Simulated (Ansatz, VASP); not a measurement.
One calculation of TiC, two programs

The input INCAR:

```
PREC = Accurate
ENCUT = 520
EDIFF = 1E-7
ISMEAR = -1
SIGMA = 0.1
LREAL = F
LASPH = T
NELM = 80
ALGO = Normal
ISIF = 2
LWAVE = F
LCHARG = F
GGA = PS
NBANDS = 15
```

The input KPOINTS:

```
regular mesh
0
Gamma
  11 11 11
```

File POSCAR:

```
TiC
1.0
    0.0000000000      2.1593000000      2.1593000000
    2.1593000000      0.0000000000      2.1593000000
    2.1593000000      2.1593000000      0.0000000000
Ti C
1 1
Direct
    0.0000000000      0.0000000000      0.0000000000
    0.5000000000      0.5000000000      0.5000000000
```

Input for Ansatz:

```yaml
crystal:
  lattice:
    - [0.0, 2.1593, 2.1593]
    - [2.1593, 0.0, 2.1593]
    - [2.1593, 2.1593, 0.0]
  atoms:
    - { symbol: Ti, position: [0.0, 0.0, 0.0] }
    - { symbol: C, position: [0.5, 0.5, 0.5] }
basis:
  ecutwfc: 500.0
kpoints:
  mp_grid:
    grid: [11, 11, 11]
hamiltonian:
  xc: pbesol
scf:
  convergence:
    dr2_threshold: 1.0e-09
  occupations:
    method: fermi_dirac
output:
  stress: true
```

Alike in both runs: task single point; functional PBEsol; k mesh 11 × 11 × 11; no spin polarisation.

```csv
,VASP,Ansatz
version,VASP 6.6.1,Ansatz 0.2.0
potentials or method,"VASP PAW PBE potentials, release 64 (Ti_sv, C), cutoff 520 eV","plane waves, PAW"
occupations,"fermi-dirac, width 0.1 eV",fermi-dirac
valence electrons in the cell,16,16
```

|  | VASP | Ansatz | Ansatz less VASP |
| --- | --- | --- | --- |
| pressure (GPa) | -4.3 | -4.5 | -0.28 |

VASP's potentials were made for PBE, not for PBEsol. Ansatz's warnings: stress scf threshold loose.
